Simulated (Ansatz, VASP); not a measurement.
**Two plane-wave programs on ZrS**

INCAR

```
PREC = Accurate
ENCUT = 520
EDIFF = 1E-6
ISMEAR = 0
SIGMA = 0.15
LREAL = F
LASPH = T
NELM = 80
ALGO = Normal
ISIF = 2
LWAVE = F
LCHARG = T
GGA = PS
LELF = T
LVHAR = T
NBANDS = 16
```

The input KPOINTS:

```
Automatic mesh
0
Gamma
  16 16 16
```

File POSCAR:

```
ZrS
1.0
    0.0000000000      2.5200000000      2.7300000000
    2.5200000000      0.0000000000      2.7300000000
    2.5200000000      2.5200000000      0.0000000000
Zr S
1 1
Direct
    0.0000000000      0.0000000000      0.0000000000
    0.5000000000      0.5000000000      0.5000000000
```

Input for Ansatz:

```yaml
crystal:
  lattice:
    - [0.0, 2.52, 2.73]
    - [2.52, 0.0, 2.73]
    - [2.52, 2.52, 0.0]
  atoms:
    - { symbol: Zr, position: [0.0, 0.0, 0.0] }
    - { symbol: S, position: [0.5, 0.5, 0.5] }
basis:
  ecutwfc: 420
kpoints:
  mp_grid: { grid: [16, 16, 16] }
hamiltonian:
  xc: pbesol
scf:
  occupations: { method: gaussian, width: 0.15 }
output:
  forces: true
  stress: true
  eigenvalues: true
```

Change from the starting cell: strain -0.040 along x and y, +0.040 along z, atoms carried along.

Alike in both runs: task single point; functional PBEsol; k mesh 16 × 16 × 16; occupations gaussian, width 0.15 eV; no spin polarisation.

|  | VASP | Ansatz |
| --- | --- | --- |
| version | VASP 6.6.1 | Ansatz 0.2.0 |
| potentials or method | VASP PAW PBE potentials, release 64 (Zr_sv, S), cutoff 520 eV | scalar-relativistic, plane waves, PAW |
| valence electrons in the cell | 18 | 18 |

|  | VASP | Ansatz | Ansatz less VASP |
| --- | --- | --- | --- |
| gap on the k mesh at the Fermi level (eV) | none | none | - |
| pressure (GPa) | 1.8 | 1.6 | -0.24 |
| traceless stress, the component that is largest in VASP (GPa) | -13.53 | -13.44 | +0.091 |

VASP's potentials were made for PBE, not for PBEsol. A gap of «none» marks a metal or a gap that the smearing closes. With one functional, cell and mesh, what is left measures potentials, basis and numerics.
